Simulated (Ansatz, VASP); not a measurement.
**One calculation of SnGe7, two programs**

```xyz
8
Lattice="4.1547 0.0000 0.0000 0.0000 4.1547 0.0000 0.0000 0.0000 11.7747" Properties=species:S:1:pos:R:3 pbc="T T T"
Sn    0.0000    0.0000    0.0000
Ge    2.0773    2.0773    8.7309
Ge    0.0000    2.0773    7.3079
Ge    2.0773    2.0773    3.0438
Ge    2.0773    0.0000    4.4667
Ge    2.0773    0.0000   10.1445
Ge    0.0000    2.0773    1.6302
Ge    0.0000    0.0000    5.8873
```

Alike in both runs: functional PBE; k mesh 8 × 8 × 4; occupations gaussian, width 0.1 eV; no spin polarisation.

Ansatz relaxed the structure, and its values are those at the end. VASP's run is a single point on that final structure, the one shown.

```csv
,VASP,Ansatz
version,VASP 6.6.1,Ansatz 0.2.0
potentials or method,"VASP PAW PBE potentials, release 64 (Sn_d, Ge_d), cutoff 520 eV","scalar-relativistic, plane waves, PAW"
valence electrons in the cell,112,112
```

Ansatz gave:

- gap on the k mesh at the Fermi level (eV): none
- pressure (GPa): 0.0

Question: What did VASP give for the same quantities?

Answer: gap on the k mesh at the Fermi level (eV): none; pressure (GPa): -0.1.

A gap of «none» marks a metal or a gap that the smearing closes.
